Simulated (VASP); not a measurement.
Set up this calculation in VASP 6.6.1, as the native input.

* Task: single point
* Functional: PBE
* Potentials or basis: VASP PAW PBE potentials, release 64 (Ru_pv, F)
* Cutoff: 520 eV
* k mesh: 6 × 6 × 6
* Occupations: gaussian, width 0.1 eV
* Spin: collinear spin, ferromagnetic start
* Starting moments: [2.96, 2.96, 0.0, 0.0, 0.0, 0.0] μB
* Dipole correction: no
* Further INCAR settings: ALGO = Normal; EDIFF = 1e-06; NBANDS = 41

The structure of RuF2 lies in POSCAR:

```
RuF2
1.0
    0.0000000000      3.2493834445      3.2493834445
    3.2493834445      0.0000000000      3.2493834445
    3.2493834445      3.2493834445      0.0000000000
Ru F
2 4
Direct
    0.0000000000      0.0000000000      1.0000000000
    0.2500000000      0.2500000000      0.2500000000
    0.6250000000      0.6250000000      0.6250000000
    0.1250000000      0.6250000000      0.6250000000
    0.6250000000      0.6250000000      0.1250000000
    0.6250000000      0.1250000000      0.6250000000
```

These files were run (other wordings do the same):

INCAR

```
SYSTEM = RuF2
ALGO = Normal
EDIFF = 1E-6
ENCUT = 520
GGA = PE
ISIF = 2
ISMEAR = 0
ISPIN = 2
LASPH = .TRUE.
LCHARG = .FALSE.
LMAXMIX = 4
LORBIT = 11
LREAL = .FALSE.
LWAVE = .FALSE.
MAGMOM = 2.96 2.96 0 0 0 0
NBANDS = 41
NELM = 150
PREC = Accurate
SIGMA = 0.1
```

KPOINTS

```
k-points
0
G
  6 6 6
  0 0 0
```

Potentials or basis: VASP PAW PBE potentials, release 64 (Ru_pv, F).

Launch:

```sh
$ cat potpaw_PBE.64/Ru_pv/POTCAR potpaw_PBE.64/F/POTCAR > POTCAR
$ mpirun -np 1 vasp_std > vasp.out
```

It gave:

The pressure is -0.2 GPa, the net moment is 6.04 μB per cell and the site moments are Ru +2.81; F +0.02 μB. The valence electrons inside the program's atomic spheres are Ru 12.01; F 5.98.

Run time: 5.1 min on 1 thread of Intel Xeon 8259CL (shared host), peak memory 0.27 GiB.
